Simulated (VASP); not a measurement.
Input of a VASP 6.6.1 run:

INCAR

```
SYSTEM = Si16B
  PREC = Accurate
  ENCUT = 520
  EDIFF = 1E-7
  ISMEAR = -1
  SIGMA = 0.05
  LREAL = Auto
  LASPH = .True.
  NELM = 150
  ALGO = Normal
  ISIF = 2
  LWAVE = .False.
  LCHARG = .False.
  ISPIN = 2
  MAGMOM = 0 0 0 0 0 0 0 0 0 0 0 0 0 0 0 0 1
  LORBIT = 11
  GGA = PE
  NBANDS = 52
```

KPOINTS

```
Automatic mesh
0
Gamma
  2 2 2
  0 0 0
```

Contents of POSCAR:

```
Si16B
1.0
    0.0000000000      5.4300000000      5.4300000000
    5.4300000000      0.0000000000      5.4300000000
    5.4300000000      5.4300000000      0.0000000000
Si B
16 1
Direct
    0.0022112232      0.0059514936     -0.0072882831
    0.1307429951      0.1144872748      0.1273501352
    0.0022416757      0.0057912206      0.4990505144
    0.1330787457      0.1291475427      0.6187999296
   -0.0053730010      0.4923130703      0.0067391489
    0.1329523825      0.6322883129      0.1119334961
   -0.0022620007      0.4999544569      0.5011700060
    0.1328278999      0.6320927411      0.6232986733
    0.5032829379      0.0022222961     -0.0028066101
    0.6293369518      0.1288746981      0.1180253208
    0.5072507281      0.0085245565      0.4920488287
    0.6293454007      0.1288426769      0.6236538605
    0.5066720197      0.5018647512     -0.0072553223
    0.6172177135      0.6295268011      0.1266255328
    0.5065883964      0.5018493898      0.4987005226
    0.6270995082      0.6344150811      0.6191908321
    0.1941453233      0.7005715364      0.3029034145
```

Potentials or basis: VASP PAW PBE potentials, release 64 (Si, B).

Launch:

```sh
$ cat potpaw_PBE.64/Si/POTCAR potpaw_PBE.64/B/POTCAR > POTCAR
$ mpirun -np 1 vasp_std > vasp.out
```

Task: What does it give for the largest force?

Result: 0.053 eV/Å.

Task: What does it give for the net moment?

Result: 0.00 μB per cell.

Stress tensor (GPa, compression positive):
```
 2.87 -0.77 -0.03
-0.77  2.87  0.02
-0.03  0.02  4.04
```

Caveat: the k points lie up to 0.50 Å⁻¹ apart.
